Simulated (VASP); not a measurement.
Sc: single point with PBEsol

Crystal: Sc.

```xyz
2
Lattice="3.1766 0.0000 0.0000 -1.5883 2.7511 0.0000 0.0000 0.0000 5.2733" Properties=species:S:1:pos:R:3 pbc="T T T"
Sc    1.5883    0.9170    3.9550
Sc    0.0000    1.8340    1.3183
```

| Quantity | Value |
| --- | --- |
| Program | VASP 6.6.1 |
| Task | single point |
| Functional | PBEsol |
| Potentials or basis | VASP PAW PBE potentials, release 64 (Sc_sv) |
| Cutoff | 500 eV |
| k mesh | 8 × 8 × 4 |
| Occupations | fermi-dirac, width 0.05 eV |
| Spin | no spin polarisation |

```yaml
Pressure: 1.7 GPa
Band_gap_on_the_k_mesh: zero (band 11 reaches 4.75 eV, above the bottom of band 12 at 3.60 eV)
```

Stress tensor (GPa, compression positive):
```
 3.63  0.00  0.00
 0.00  3.63  0.00
 0.00  0.00 -2.07
```

Levels at points of the mesh, in eV from the Fermi level:
| k point | band 9 | band 10 | band 11 | band 12 | band 13 | band 14 |
| --- | --- | --- | --- | --- | --- | --- |
| (0.00, 0.00, 0.00) | -5.29 | -1.87 | 0.30 | 1.56 | 1.71 | 1.71 |
| (0.50, 0.00, 0.00) | -1.60 | -1.15 | -0.87 | -0.13 | 1.15 | 1.64 |
| (0.00, 0.00, 0.50) | -3.79 | -3.79 | 0.75 | 0.75 | 1.69 | 1.69 |
| (0.50, 0.00, 0.50) | -1.60 | -1.60 | -0.02 | -0.02 | 1.39 | 1.39 |

Run time: 27 s on 1 thread of Intel Xeon 8259CL (shared host), peak memory 0.16 GiB.

Caveat: the PAW data sets were made with another functional, which shifts forces and pressure a little.
